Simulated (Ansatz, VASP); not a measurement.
**Two plane-wave programs on Ir**

The input INCAR:

```
  ALGO = Normal
  EDIFF = 1E-6
  ENCUT = 520
  GGA = PS
  ISIF = 2
  ISMEAR = 0
  LASPH = T
  LCHARG = F
  LREAL = F
  LWAVE = F
  NBANDS = 10
  NELM = 60
  PREC = Accurate
  SIGMA = 0.15
```

Contents of KPOINTS:

```
k-points
0
Gamma
  22 22 22
```

File POSCAR:

```
Ir
1.0
    0.0000000000      2.0156850000      1.8237150000
    2.0156850000      0.0000000000      1.8237150000
    2.0156850000      2.0156850000      0.0000000000
Ir
1
Direct
    0.0000000000      0.0000000000      0.0000000000
```

Input for Ansatz:

```yaml
crystal:
  lattice:
    - [0.0, 2.015685, 1.823715]
    - [2.015685, 0.0, 1.823715]
    - [2.015685, 2.015685, 0.0]
  atoms:
    - { symbol: Ir, position: [0.0, 0.0, 0.0] }
basis:
  ecutwfc: 420
kpoints:
  mp_grid: { grid: [22, 22, 22] }
hamiltonian:
  xc: pbesol
scf:
  occupations: { method: gaussian, width: 0.15 }
output:
  forces: true
  stress: true
  eigenvalues: true
```

Change from the starting cell: strain +0.050 along x and y, -0.050 along z, atoms carried along.

Alike in both runs: task single point; functional PBEsol; k mesh 22 × 22 × 22; occupations gaussian, width 0.15 eV; no spin polarisation.

|  | VASP | Ansatz |
| --- | --- | --- |
| version | VASP 6.6.1 | Ansatz 0.2.0 |
| potentials or method | VASP PAW PBE potentials, release 64 (Ir), cutoff 520 eV | scalar-relativistic, plane waves, PAW |
| valence electrons in the cell | 9 | 17 |

```csv
,VASP,Ansatz,Ansatz less VASP
gap on the k mesh at the Fermi level (eV),none,none,-
pressure (GPa),-15.3,-16.0,-0.67
"traceless stress, the component that is largest in VASP (GPa)",19.95,20.03,+0.081
```

VASP's potentials were made for PBE, not for PBEsol. A gap of «none» marks a metal or a gap that the smearing closes. VASP's potentials hold 9 valence electrons a cell and Ansatz's 17, so a difference there can come from the potentials and not from the codes.

Neither program's run includes spin-orbit coupling.
